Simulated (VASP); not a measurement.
**Pb: single point with PBEsol**

Pb:

```
Pb
1.0
     0.00000    2.41655    2.41655
     2.41655    0.00000    2.41655
     2.41655    2.41655    0.00000
Pb
1
Direct
  0.00000 0.00000 0.00000
```

This cell differs from its parent crystal: volume scaled by 0.94.

```json
{
  "Program": "VASP 6.6.1",
  "Task": "single point",
  "Functional": "PBEsol",
  "Potentials or basis": "VASP PAW PBE potentials, release 64 (Pb_d)",
  "Cutoff": "520 eV",
  "k mesh": "14 × 14 × 14",
  "Occupations": "gaussian, width 0.1 eV",
  "Spin": "no spin polarisation"
}
```

```json
{"Pressure": "3.4 GPa", "Band gap on the k mesh": "zero (band 7 reaches 15.92 eV, above the bottom of band 8 at 6.21 eV)"}
```

Levels at points of the mesh, in eV from the Fermi level:
```csv
k point,band 3,band 4,band 5,band 6,band 7,band 8,band 9,band 10,band 11,band 12
"(0.00, 0.00, 0.00)",-17.11,-16.93,-16.93,-12.34,7.93,7.93,7.93,9.74,12.18,12.97
"(0.50, 0.00, 0.00)",-17.10,-16.77,-16.77,-8.27,-4.65,5.92,5.92,9.21,10.07,11.58
"(0.50, 0.50, 0.00)",-16.78,-16.72,-16.72,-6.68,-3.64,2.05,2.05,5.53,6.83,18.61
```

Wall time 54 s on 1 thread of AMD EPYC 7R13 Processor (Zen 3), with other jobs on the host, peak memory 0.14 GiB.

Caveat: the PAW data sets were made with another functional, which shifts forces and pressure a little; spin-orbit coupling is left out, which moves the levels of the heavy elements.
